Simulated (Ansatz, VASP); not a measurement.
# Ag: VASP beside Ansatz

```xyz
4
Lattice="2.9331 0.0000 0.0000 0.0000 2.9331 0.0000 0.0000 0.0000 22.2220" Properties=species:S:1:pos:R:3 pbc="T T T"
Ag    0.7333    0.7333    8.0000
Ag    2.1998    2.1998   10.0740
Ag    0.7333    0.7333   12.1480
Ag    2.1998    2.1998   14.2220
```

Alike in both runs: task single point; functional PBE; k mesh 12 × 12 × 1; occupations fermi-dirac, width 0.1 eV; no spin polarisation.

|  | VASP | Ansatz |
| --- | --- | --- |
| version | VASP 6.6.1 | Ansatz 0.2.0 |
| potentials or method | VASP PAW PBE potentials, release 64 (Ag), cutoff 520 eV | all-electron LAPW, scalar-relativistic |

|  | VASP | Ansatz | Ansatz less VASP |
| --- | --- | --- | --- |
| rms of the force components (eV/Å) | 0.061 | 0.060 | -0.0005 |

Atom by atom the forces differ by 0.001 eV/Å (rms over components). Ansatz ran all-electron here, and VASP with PAW potentials.
